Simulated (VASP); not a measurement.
Here is a VASP 6.6.1 calculation.

INCAR

```
SYSTEM = PrH2Ir
PREC = Accurate
ENCUT = 520
EDIFF = 1E-6
ISMEAR = 0
SIGMA = 0.1
LREAL = .False.
LASPH = .True.
NELM = 100
ALGO = Normal
ISIF = 2
LWAVE = .False.
LCHARG = .False.
GGA = PE
NBANDS = 20
```

Contents of KPOINTS:

```
Automatic mesh
0
Gamma
  6 6 4
  0 0 0
```

The input POSCAR:

```
PrH2Ir
1.0
    3.4945473800      0.0000000000      0.0000000000
   -1.7472736900      3.0263668100      0.0000000000
    0.0000000000      0.0000000000      5.7596450300
Pr H Ir
1 2 1
Direct
    0.0000000000      0.0000000000      0.5000000000
    0.3333333300      0.6666666700      0.5000000000
    0.6666666700      0.3333333300      0.5000000000
    0.0000000000      0.0000000000      0.0000000000
```

Potentials or basis: VASP PAW PBE potentials, release 64 (Pr, H, Ir).

Launch:

```bash
$ cat potpaw_PBE.64/Pr/POTCAR potpaw_PBE.64/H/POTCAR potpaw_PBE.64/Ir/POTCAR > POTCAR
$ mpirun -np 1 vasp_std > vasp.out
```

Predict the band gap on the k mesh.

zero (bands 12 and 13 overlap by 0.09 eV).

Estimate the pressure.

-2.1 GPa.

Stress tensor (GPa, compression positive):
```
  7.75   0.00   0.00
  0.00   7.75   0.00
  0.00   0.00 -21.71
```

Caveat: spin-orbit coupling is left out, which moves the levels of the heavy elements; semilocal functionals describe open f shells poorly, which spoils levels, moments and volumes. Spin polarisation is off, so any magnetic state and its effect on volume and gap are missing.
